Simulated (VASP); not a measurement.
# BaS (R-3m) in VASP: further runs, part 2 of 2

VASP 6.6.1. Earlier steps stand in the parts before.

**3. Single point, r2SCAN (strain along [111] +2.9%)**

Input file POSCAR:

```
BaS
1.0
    3.8701789652      0.0364207035      0.0364207035
    0.0364207035      3.8701789652      0.0364207035
    0.0364207035      0.0364207035      3.8701789652
Ba S
1 1
Direct
    0.0000000000      0.0000000000      0.0000000000
    0.5000000000      0.5000000000      0.5000000000
```

Input file INCAR.step1:

```
SYSTEM = BaS
PREC     = Accurate       ! precision mode
ENCUT    = 520            ! plane-wave cutoff, eV
ISMEAR   = 0              ! smearing method
SIGMA    = 0.01           ! smearing width, eV
LREAL    = .False.        ! projectors in reciprocal space
LASPH    = .True.         ! aspherical terms in the spheres
NELM     = 80             ! most SCF steps
NBANDS   = 15             ! bands
GGA      = PE             ! functional
ALGO     = Normal         ! electronic algorithm
EDIFF    = 1E-4           ! SCF threshold, eV
LWAVE    = .True.         ! write WAVECAR
LCHARG   = .False.        ! write CHGCAR
```

Input file INCAR.step2:

```
SYSTEM = BaS
PREC     = Accurate       ! precision mode
ENCUT    = 520            ! plane-wave cutoff, eV
EDIFF    = 1E-6           ! SCF threshold, eV
ISMEAR   = 0              ! smearing method
SIGMA    = 0.01           ! smearing width, eV
LREAL    = .False.        ! projectors in reciprocal space
LASPH    = .True.         ! aspherical terms in the spheres
NELM     = 80             ! most SCF steps
ALGO     = Normal         ! electronic algorithm
ISIF     = 2              ! what is computed and relaxed
LWAVE    = .False.        ! write WAVECAR
LCHARG   = .False.        ! write CHGCAR
METAGGA  = R2SCAN         ! meta-GGA
LMIXTAU  = .True.       
NBANDS   = 15             ! bands
ISTART   = 1
```

Input file KPOINTS:

```
regular mesh
0
Gamma
  6 6 6
  0 0 0
```

Potentials or basis: VASP PAW PBE potentials, release 64 (Ba_sv, S).

Launch:

```sh
$ cat potpaw_PBE.64/Ba_sv/POTCAR potpaw_PBE.64/S/POTCAR > POTCAR
$ cp INCAR.step1 INCAR
$ mpirun -np 1 vasp_std > vasp.out
$ cp INCAR.step2 INCAR
$ mpirun -np 1 vasp_std > vasp.out
```

OUTCAR:

```text
SYSTEM = BaS
   PREC = Accurate
   ENCUT = 520
   EDIFF = 1E-6
   ISMEAR = 0
   LREAL = .False.
   LASPH = .True.
   NELM = 80
   ISIF = 2
   METAGGA = R2SCAN
   ISTART = 1

 ion  position               nearest neighbor table
   1  0.000  0.000  0.000-   2 3.33   2 3.33   2 3.33   2 3.33   2 3.33   2 3.33   2 3.41   2 3.41

   2  0.500  0.500  0.500-   1 3.33   1 3.33   1 3.33   1 3.33   1 3.33   1 3.33   1 3.41   1 3.41

  LATTYP: Found a trigonal (rhomboedric) cell.
 ALAT       =     3.8705216907
 COS(alpha) =     0.0189064093

  Lattice vectors:

 A1 = (   3.8701789652,   0.0364207035,   0.0364207035)
 A2 = (   0.0364207035,   3.8701789652,   0.0364207035)
 A3 = (   0.0364207035,   0.0364207035,   3.8701789652)

Analysis of symmetry for initial positions (statically):
=====================================================================
 Subroutine PRICEL returns:
 Original cell was already a primitive cell.

 Routine SETGRP: Setting up the symmetry group for a
 trigonal (rhombohedral) supercell.

 Subroutine GETGRP returns: Found 12 space group operations
 (whereof 12 operations were pure point group operations)
 out of a pool of 12 trial point group operations.

The static configuration has the point symmetry D_3d.

Analysis of symmetry for dynamics (positions and initial velocities):
=====================================================================
 Subroutine PRICEL returns:
 Original cell was already a primitive cell.

 Routine SETGRP: Setting up the symmetry group for a
 trigonal (rhombohedral) supercell.

 Subroutine GETGRP returns: Found 12 space group operations
 (whereof 12 operations were pure point group operations)
 out of a pool of 12 trial point group operations.

The dynamic configuration has the point symmetry D_3d.

 Subroutine INISYM returns: Found 12 space group operations
 (whereof 12 operations are pure point group operations),
 and found     1 'primitive' translations

----------------------------------------------------------------------------------------
[... 118 lines left out ...]
   METAGGA = R2SCAN    functional components
   LHFCALC =     F    Hartree Fock is set to
   AEXX    =    0.0000 exact exchange contribution
   IVDW    =     0    specifies the selected vdW correction
   LEPSILON=     F    determine dielectric tensor
   LRPA    =     F    only Hartree local field effects (RPA)
 non-spin polarized calculation
 Gauss-broadening in eV      SIGMA  =   0.01
  energy-cutoff  :      520.00
  volume of cell :       57.95
 maximum number of plane-waves:      1586
 NGX is ok and might be reduce to    30
   NGX = 15   NGY = 15   NGZ = 15

 number of electron      16.0000000 magnetization

 Free energy of the ion-electron system (eV)
  ---------------------------------------------------
  ext. energy  EPLUGINS =         0.00000000
  ---------------------------------------------------
  free energy    TOTEN  =       -38.80316553 eV

  energy without entropy =      -38.80316553  energy(sigma->0) =      -38.80316553

 E-fermi :   2.7273     XC(G=0):  -9.7368

 val. band max:        2.6757975752   @ k =   0.5000   0.5000  -0.0000
 cond. band min:       4.5294768520   @ k =   0.0000   0.0000   0.0000
 fundamental gap:      1.8536792768
 Fermi energy:         2.7272736947

 k-point     1 :       0.0000    0.0000    0.0000
  band No.  band energies     occupation
      1     -25.3509      2.00000
      2      -9.7532      2.00000
      3      -9.7532      2.00000
      4      -9.7457      2.00000
      5      -8.7858      2.00000
      6       2.5559      2.00000
      7       2.5562      2.00000
      8       2.5562      2.00000
      9       4.5295      0.00000
     10       4.5295      0.00000
     11       7.1177      0.00000
     12       9.5490      0.00000
     13       9.5490      0.00000
     14       9.7523      0.00000
[... 401 lines left out ...]
      2     -10.6118      2.00000
      3     -10.2715      2.00000
      4      -9.7929      2.00000
      5      -8.1432      2.00000
      6       0.8000      2.00000
      7       0.9778      2.00000
      8       1.9997      2.00000
      9       6.4230      0.00000
     10       7.3365      0.00000
     11       7.8807      0.00000
     12       8.8724      0.00000
     13      10.3111      0.00000
     14      12.9117      0.00000
     15      12.9613      0.00000

 [... further k-points ...]
[... 5 lines left out ...]
  --------------------------------------------------------------------------------------
  -------------------------------------------------------------------------------------
  Total       -0.1410627     -0.1410627     -0.1410627     -0.0596496     -0.0596496     -0.0596496
  in kB       -3.8998164     -3.8998164     -3.8998164     -1.6490715     -1.6490715     -1.6490715
  external PRESSURE =      -3.8998164 kB  Pullay stress =       0.0000000 kB

 VOLUME and BASIS-vectors are now :
 -----------------------------------------------------------------------------
  energy-cutoff  :      520.00
  volume of cell :       57.95
      direct lattice vectors                 reciprocal lattice vectors
     3.870178965  0.036420703  0.036420703     0.258431330 -0.002409321 -0.002409321
     0.036420703  3.870178965  0.036420703    -0.002409321  0.258431330 -0.002409321
     0.036420703  0.036420703  3.870178965    -0.002409321 -0.002409321  0.258431330

 POSITION                                       TOTAL-FORCE (eV/Angst)
 -----------------------------------------------------------------------------------
      0.00000      0.00000      0.00000         0.000000     -0.000000      0.000000
      1.97151      1.97151      1.97151        -0.000000      0.000000      0.000000
 -----------------------------------------------------------------------------------
    total drift:                                0.000000     -0.000000     -0.000000

  FREE ENERGIE OF THE ION-ELECTRON SYSTEM (eV)
  ---------------------------------------------------
  free  energy   TOTEN  =       -38.8031655299 eV

  energy  without entropy=      -38.8031655299  energy(sigma->0) =      -38.80316553
```

OUTCAR.step1:

```text
SYSTEM = BaS
   PREC = Accurate
   ENCUT = 520
   ISMEAR = 0
   LREAL = .False.
   LASPH = .True.
[... 656 lines left out ...]
      0.00000      0.00000      0.00000        -0.000000      0.000000      0.000000
      1.97151      1.97151      1.97151         0.000000     -0.000000      0.000000
 -----------------------------------------------------------------------------------
    total drift:                                0.000000     -0.000000     -0.000000

  FREE ENERGIE OF THE ION-ELECTRON SYSTEM (eV)
  ---------------------------------------------------
  free  energy   TOTEN  =        -9.7515047064 eV

  energy  without entropy=       -9.7515047064  energy(sigma->0) =       -9.75150471
```

It took 2.2 min on 1 thread of Oxide Virtual Turin-like, shared host; peak memory 0.15 GiB.

Results:

| Property | Result |
| --- | --- |
| Free energy | -38.8032 eV |
| Pressure | -0.4 GPa |
| Band gap on the k mesh | 1.85 eV, indirect (least direct gap 1.97 eV) |

Caveat: the cell differs from its parent crystal (strain along [111] +2.9%); the PAW data sets were made with another functional, which shifts forces and pressure a little; spin-orbit coupling is left out, which moves the levels of the heavy elements. A k mesh can miss the band edges.

**4. Single point, HSE06 (strain along [111] +2.9%)**

POSCAR is that of step 3.

Input file INCAR.step1:

```
SYSTEM = BaS
  PREC = Accurate
  ENCUT = 520
  EDIFF = 1E-5
  ISMEAR = 0
  SIGMA = 0.01
  LREAL = .False.
  LASPH = .True.
  NELM = 60
  ALGO = Normal
  ISIF = 2
  LWAVE = .True.
  GGA = PE
  NBANDS = 15
```

Input file INCAR.step2:

```
SYSTEM = BaS
  PREC = Accurate
  ENCUT = 520
  EDIFF = 1E-6
  ISMEAR = 0
  SIGMA = 0.01
  LREAL = .False.
  LASPH = .True.
  NELM = 60
  ALGO = Normal
  ISIF = 2
  LWAVE = .False.
  LCHARG = .True.
  GGA = PE
  LHFCALC = .True.
  HFSCREEN = 0.2079
  PRECFOCK = Normal
  LELF = .True.
  LVHAR = .True.
  ISTART = 1
  NBANDS = 15
```

Input file KPOINTS:

```
regular mesh
0
Gamma
  4 4 4
  0 0 0
```

Launch:

```sh
$ cat potpaw_PBE.64/Ba_sv/POTCAR potpaw_PBE.64/S/POTCAR > POTCAR
$ cp INCAR.step1 INCAR
$ mpirun -np 1 vasp_std > vasp.out
$ cp INCAR.step2 INCAR
$ mpirun -np 1 vasp_std > vasp.out
```

It took 15 min on 1 thread of Oxide Virtual Turin-like, shared host; peak memory 0.25 GiB.

Results (log left out):

```
Free energy            : -11.0942 eV
Pressure               : -0.8 GPa
Band gap on the k mesh : 2.38 eV, indirect (least direct gap 2.52 eV)
```

Stress tensor (GPa, compression positive):
```
-0.81 -0.12 -0.12
-0.12 -0.81 -0.12
-0.12 -0.12 -0.81
```

Levels at points of the mesh, in eV from the valence-band top:
```
           k point  band 6  band 7  band 8  band 9  band 10  band 11
(0.00, 0.00, 0.00)   -0.15   -0.15   -0.14    2.38     2.38     4.63
(0.50, 0.00, 0.00)   -3.08   -0.82   -0.66    3.50     7.08     7.49
(0.50, 0.50, 0.00)   -1.54   -1.48    0.00    3.11     4.26     5.33
(0.50, 0.50, 0.50)   -2.90   -2.90   -2.90    8.19     8.43     8.53
```

Caveat: the cell differs from its parent crystal (strain along [111] +2.9%); the PAW data sets were made with another functional, which shifts forces and pressure a little; spin-orbit coupling is left out, which moves the levels of the heavy elements.

**5. The runs side by side**

```tsv
level	k mesh	smearing	grid for exact exchange (PRECFOCK)	screening parameter	gap on the mesh (eV)	pressure (GPa)
PBE	6 × 6 × 6	fermi-dirac 0.02 eV	-	-	1.48	-0.1
r2SCAN	6 × 6 × 6	gaussian 0.01 eV	-	-	1.85	-0.4
HSE06	4 × 4 × 4	gaussian 0.01 eV	Normal	0.2079 1/Å	2.38	-0.8
```

Alike in all rows: task single point; potentials or basis VASP PAW PBE potentials, release 64 (Ba_sv, S); no spin polarisation; cell as given; cutoff (eV) 520.

Caveats: spin-orbit coupling is left out, which moves the levels of the heavy elements; the PAW data sets were made with another functional, which shifts forces and pressure a little (some runs).

Absolute energies hang on the potentials; compare differences alone.
